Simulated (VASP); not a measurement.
Input of a VASP 6.6.1 run:

The input INCAR:

```
SYSTEM = H2Se
PREC = Accurate
ENCUT = 600
EDIFF = 1E-7
ISMEAR = 0
SIGMA = 0.1
LREAL = .False.
LASPH = .True.
NELM = 100
ALGO = Normal
ISIF = 3
LWAVE = .False.
LCHARG = .False.
GGA = PE
IBRION = 2
NSW = 100
EDIFFG = -0.01
```

The input KPOINTS:

```
Automatic mesh
0
Gamma
  6 6 12
  0 0 0
```

POSCAR

```
H2Se
1.0
    5.9390670959      0.0000000000      0.0000000000
    0.0000000000      5.9390670959      0.0000000000
    0.0000000000      0.0000000000      2.9177143555
H Se
4 2
Direct
    0.3821647972      0.3821647972      0.0000000000
    0.1178352028      0.8821647972      0.5000000000
    0.6178352028      0.6178352028      0.0000000000
    0.8821647972      0.1178352028      0.5000000000
    0.0000000000      0.0000000000      0.0000000000
    0.5000000000      0.5000000000      0.5000000000
```

Potentials or basis: VASP PAW PBE potentials, release 64 (H, Se).

The run is started by

```bash
$ cat potpaw_PBE.64/H/POTCAR potpaw_PBE.64/Se/POTCAR > POTCAR
$ mpirun -np 1 vasp_std > vasp.out
```

(1) Estimate the band gap on the k mesh.

(2) What does it give for the relaxed cell?

(3) What does it give for the relaxed volume?

Results:

(1) zero (bands 8 and 9 overlap by 1.90 eV).

(2) a = 5.272 Å, b = 5.272 Å, c = 3.021 Å, α = 90.00°, β = 90.00°, γ = 90.00°.

(3) 13.99 Å³/atom.

Caveat: the volume moved by over 15 % at a fixed basis, so the end points are rough.
